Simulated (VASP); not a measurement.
Set up this calculation in VASP 6.6.1, as the native input.

- Task: single point
- Functional: PBE
- Potentials or basis: VASP PAW PBE potentials, release 64 (Hf_pv, N)
- Cutoff: 520 eV
- k mesh: 10 × 10 × 10
- Occupations: fermi-dirac, width 0.05 eV
- Spin: no spin polarisation
- Dipole correction: no
- Further INCAR settings: ALGO = Normal; EDIFF = 1e-06; NBANDS = 14

The structure of HfN lies in POSCAR:

```
HfN
1.0
    0.0000000000      2.3002465274      2.3002465274
    2.3002465274      0.0000000000      2.3002465274
    2.3002465274      2.3002465274      0.0000000000
Hf N
1 1
Direct
    0.0000000000      0.0000000000      0.0000000000
    0.5000000000      0.5000000000      0.5000000000
```

This cell differs from its parent crystal: volume scaled by 1.06.

The input as run:

INCAR

```
SYSTEM = HfN
PREC = Accurate
ENCUT = 520
EDIFF = 1E-6
ISMEAR = -1
SIGMA = 0.05
LREAL = .FALSE.
LASPH = .TRUE.
NELM = 80
ALGO = Normal
ISIF = 2
LWAVE = .FALSE.
LCHARG = .TRUE.
GGA = PE
LELF = .TRUE.
LVHAR = .TRUE.
NBANDS = 14
```

KPOINTS

```
Automatic mesh
0
G
  10 10 10
  0 0 0
```

Potentials or basis: VASP PAW PBE potentials, release 64 (Hf_pv, N).

Launch:

```sh
$ cat potpaw_PBE.64/Hf_pv/POTCAR potpaw_PBE.64/N/POTCAR > POTCAR
$ mpirun -np 1 vasp_std > vasp.out
```

Results of the run:

| Item | Value |
| --- | --- |
| Pressure | -10.6 GPa |

Wall time 23 s on 1 thread of AMD EPYC 7R13 Processor (Zen 3) (shared host), peak memory 0.11 GiB.
